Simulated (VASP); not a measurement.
Input of a VASP 6.6.1 run:

INCAR

```
  ALGO = Normal
  EDIFF = 1E-7
  ENCUT = 520
  ISIF = 2
  ISMEAR = 0
  LASPH = T
  LCHARG = F
  LREAL = F
  LWAVE = F
  NBANDS = 16
  NELM = 100
  PREC = Accurate
  SIGMA = 0.03
```

Contents of KPOINTS:

```
k-points
0
Gamma
  12 12 6
```

The input POSCAR:

```
Si
1.0
    3.8313174605      0.0000000000      0.0000000000
   -1.9156587303      2.9447411976      0.0000000000
    0.0000000000      0.0000000000      6.3326220002
Si
4
Direct
    0.3333333333      0.6666666667      0.0630095000
    0.6666666667      0.3333333333      0.5630095000
    0.3333333333      0.6666666667      0.4369905000
    0.6666666667      0.3333333333      0.9369905000
```

Potentials or basis: VASP PAW LDA potentials, release 64 (Si).

Run with:

```bash
$ cat potpaw_LDA.64/Si/POTCAR > POTCAR
$ mpirun -np 1 vasp_std > vasp.out
```

**Question.** What does it give for the pressure?

**Answer.** 12.9 GPa.

**Question.** Estimate the largest force.

**Answer.** 2.223 eV/Å.

Stress tensor (GPa, compression positive):
```
 4.63  0.00  0.00
 0.00 32.84  0.00
 0.00  0.00  1.36
```

Caveat: the cell differs from its parent crystal (strain -0.1125 x Voigt [0, 1, 0, 0, 0, 0]); the cell stands under pressure; forces of over 1 eV/Å act on the atoms, so gaps and moduli don't describe the material at rest.
